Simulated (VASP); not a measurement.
# RuAu in VASP: further runs, part 3 of 3

VASP 6.6.1. The steps go on from the part before.

### 4 Single point, PBE

INCAR reads:

```
ALGO     = Fast           # electronic algorithm
EDIFF    = 1E-7           # SCF threshold, eV
ENCUT    = 520            # plane-wave cutoff, eV
GGA      = PE             # functional
ISIF     = 2              # what is computed and relaxed
ISMEAR   = -1             # smearing method
LASPH    = True           # aspherical terms in the spheres
LCHARG   = False          # write CHGCAR
LREAL    = False          # projectors in reciprocal space
LWAVE    = False          # write WAVECAR
NBANDS   = 20             # bands
NELM     = 100            # most SCF steps
PREC     = Accurate       # precision mode
SIGMA    = 0.05           # smearing width, eV
```

KPOINTS reads:

```
k-points
0
Gamma
  7 7 7
```

POSCAR reads:

```
RuAu
1.0
    3.1648100000     -0.0316481000      0.0000000000
   -0.0316481000      3.1648100000      0.0000000000
    0.0000000000      0.0000000000      3.1648100000
Ru Au
1 1
Direct
    0.0000000000      0.0000000000      0.0000000000
    0.5000000000      0.5000000000      0.5000000000
```

Command:

```
> cat potpaw_PBE.64/Ru_pv/POTCAR potpaw_PBE.64/Au/POTCAR > POTCAR
> mpirun -np 1 vasp_std > vasp.out
```

It took 26 s on 1 thread of Intel Xeon Platinum 8488C (Sapphire Rapids), shared host; peak memory 0.16 GiB.

Results (log left out):

- Free energy: -11.2249 eV
- Pressure: -0.1 GPa

Stress tensor (GPa, compression positive):
```
-0.08  3.23  0.00
 3.23 -0.08  0.00
 0.00  0.00 -0.05
```

Levels at points of the mesh, in eV from the Fermi level:
```
           k point  band 9  band 10  band 11  band 12  band 13  band 14  band 15  band 16  band 17  band 18
(0.00, 0.00, 0.00)   -4.07    -1.03    -1.02     0.55     0.64     0.73     7.74     7.76     7.78    11.36
```

Caveat: spin-orbit coupling is left out, which moves the levels of the heavy elements.

### 5 Single point, PBEsol, non-collinear spin, zero start, spin-orbit coupling

INCAR reads:

```
SYSTEM = RuAu
ALGO = Normal
EDIFF = 1E-6
ENCUT = 520
GGA = PS
GGA_COMPAT = .False.
ISIF = 2
ISMEAR = -1
LASPH = .True.
LCHARG = .False.
LMAXMIX = 4
LORBIT = 11
LORBMOM = .True.
LREAL = .False.
LSORBIT = .True.
LWAVE = .False.
MAGMOM = 0 0 0 0 0 0
NBANDS = 37
NELM = 150
PREC = Accurate
SIGMA = 0.05
```

KPOINTS reads:

```
k-points
0
Gamma
  8 8 8
  0 0 0
```

POSCAR reads:

```
RuAu
1.0
    3.1648100000      0.0000000000      0.0000000000
    0.0000000000      3.1648100000      0.0000000000
    0.0000000000      0.0000000000      3.1648100000
Ru Au
1 1
Direct
    0.0000000000      0.0000000000      0.0000000000
    0.5000000000      0.5000000000      0.5000000000
```

Potentials or basis: VASP PAW PBE potentials, release 64 (Ru_pv, Au).

Command:

```
> cat potpaw_PBE.64/Ru_pv/POTCAR potpaw_PBE.64/Au/POTCAR > POTCAR
> mpirun -np 1 vasp_ncl > vasp.out
```

OUTCAR:

```text
SYSTEM = RuAu
   EDIFF = 1E-6
   ENCUT = 520
   GGA = PS
   ISIF = 2
   ISMEAR = -1
   LASPH = .True.
   LORBIT = 11
   LREAL = .False.
   LSORBIT = .True.
   NELM = 150
   PREC = Accurate

 ion  position               nearest neighbor table
   1  0.000  0.000  0.000-   2 2.74   2 2.74   2 2.74   2 2.74   2 2.74   2 2.74   2 2.74   2 2.74

   2  0.500  0.500  0.500-   1 2.74   1 2.74   1 2.74   1 2.74   1 2.74   1 2.74   1 2.74   1 2.74

  LATTYP: Found a simple cubic cell.
 ALAT       =     3.1648100000

  Lattice vectors:

 A1 = (   3.1648100000,   0.0000000000,   0.0000000000)
 A2 = (   0.0000000000,   3.1648100000,   0.0000000000)
 A3 = (   0.0000000000,   0.0000000000,   3.1648100000)

Analysis of symmetry for initial positions (statically):
=====================================================================
 Subroutine PRICEL returns:
 Original cell was already a primitive cell.

 Routine SETGRP: Setting up the symmetry group for a
 simple cubic supercell.

[... 1227 lines left out ...]
     0.0000000     0.0000000     0.0000000     0.0000000     0.0000000     0.0000000     0.0000000
     0.0000000     0.0000000     0.0000000     0.0000000     0.0000000     0.0000000     0.0000000
     0.0000000     0.0000000     0.0000000     0.0000000     0.0000000     0.0000000     0.0000000
     0.0000000     0.0000000     0.0000000     0.0000000     0.0000000     0.0000000     0.0000000
     0.0000000     0.0000000     0.0000000     0.0000000     0.0000000     0.0000000     0.0000000
     0.0000000     0.0000000     0.0000000     0.0000000     0.0000000     0.0000000     0.0000000
     0.0000000     0.0000000     0.0000000     0.0000000     0.0000000     0.0000000     0.0000000

 Ion:    2  E_soc:     -0.6872162
 l=   1
     0.0000000    -0.0382921    -0.0382921
    -0.0382921     0.0000000    -0.0382921
    -0.0382921    -0.0382921     0.0000000
 l=   2
     0.0000000    -0.0159012     0.0000000    -0.0159012    -0.0603427
    -0.0159012     0.0000000    -0.0452570    -0.0159012    -0.0150857
     0.0000000    -0.0452570     0.0000000    -0.0452570     0.0000000
    -0.0159012    -0.0159012    -0.0452570     0.0000000    -0.0150857
    -0.0603427    -0.0150857     0.0000000    -0.0150857     0.0000000
 l=   3
     0.0000000     0.0000000     0.0000000     0.0000000     0.0000000     0.0000000     0.0000000
     0.0000000     0.0000000     0.0000000     0.0000000     0.0000000     0.0000000     0.0000000
     0.0000000     0.0000000     0.0000000     0.0000000     0.0000000     0.0000000     0.0000000
     0.0000000     0.0000000     0.0000000     0.0000000     0.0000000     0.0000000     0.0000000
     0.0000000     0.0000000     0.0000000     0.0000000     0.0000000     0.0000000     0.0000000
     0.0000000     0.0000000     0.0000000     0.0000000     0.0000000     0.0000000     0.0000000
     0.0000000     0.0000000     0.0000000     0.0000000     0.0000000     0.0000000     0.0000000

 total charge

# of ion       s       p       d       tot
------------------------------------------
    1        0.287   6.199   5.915  12.401
    2        0.663   0.494   8.591   9.749
--------------------------------------------------
tot          0.950   6.694  14.507  22.150

 magnetization (x)

# of ion       s       p       d       tot
------------------------------------------
    1        0.000   0.000   0.000   0.000
    2       -0.000   0.000  -0.000  -0.000
--------------------------------------------------
tot          0.000   0.000   0.000   0.000

 magnetization (y)

# of ion       s       p       d       tot
------------------------------------------
    1        0.000   0.000   0.000   0.000
    2        0.000   0.000   0.000   0.000
--------------------------------------------------
tot          0.000   0.000   0.000   0.000

 magnetization (z)

# of ion       s       p       d       tot
------------------------------------------
    1        0.000   0.000   0.000   0.000
    2        0.000  -0.000   0.000   0.000
--------------------------------------------------
tot          0.000   0.000   0.000   0.000
```

stdout:

```text
POSCAR found type information on POSCAR RuAu
 POSCAR found :  2 types and       2 ions
 scaLAPACK will be used
 -----------------------------------------------------------------------------
|                                                                             |
|                                                                             |
|     You enforced a specific xc type in the INCAR file but a different       |
|     I HOPE YOU KNOW WHAT YOU ARE DOING!                                     |
|                                                                             |
 -----------------------------------------------------------------------------

 LDA part: xc-table for (Slater+PW92), standard interpolation
 POSCAR, INCAR and KPOINTS ok, starting setup
 FFT: planning ... GRIDC
 FFT: planning ... GRID_SOFT
 FFT: planning ... GRID
 WAVECAR not read
 entering main loop
```

Run time: 56 s. Hardware: 1 thread of Intel Xeon Platinum 8488C (Sapphire Rapids), shared host; peak memory 0.23 GiB.

What came out:

```yaml
Free_energy: -13.3210 eV
Pressure: -9.7 GPa
Net_moment: 0.00 μB per cell
Valence_electrons_inside_the_program's_atomic_spheres: Ru 12.40; Au 9.75
```

Moments on the atoms (μB; x, y, z):
```
Ru  0.00 0.00 0.00
Au  0.00 0.00 0.00
```

Caveat: the PAW data sets were made with another functional, which shifts forces and pressure a little.

### 6 Overview

```tsv
level	spin	cell	k mesh	gap on the mesh (eV)	pressure (GPa)
PBE	off	a = 3.165 Å, 2 atoms	8 × 8 × 8	none	0.5
PBEsol	off	a = 3.165 Å, 2 atoms	8 × 8 × 8	none	-9.1
PBE	off	a = 3.165 Å, angles 90.0, 90.0, 91.1°, 2 atoms	7 × 7 × 7	none	-0.1
PBEsol	non-collinear, zero start, SOC	a = 3.165 Å, 2 atoms	8 × 8 × 8	-	-9.7
```

Some of these runs hold the atoms at other places in the same cell, which the table doesn't show; runs alike in all that it shows share one row.

Alike in all rows: task single point; potentials or basis VASP PAW PBE potentials, release 64 (Ru_pv, Au); cutoff (eV) 520; smearing fermi-dirac 0.05 eV.

Caveats: spin-orbit coupling is left out, which moves the levels of the heavy elements (some runs); the PAW data sets were made with another functional, which shifts forces and pressure a little (some runs).

Total energies depend on the potentials used, so only differences within one code and one set of settings carry meaning.
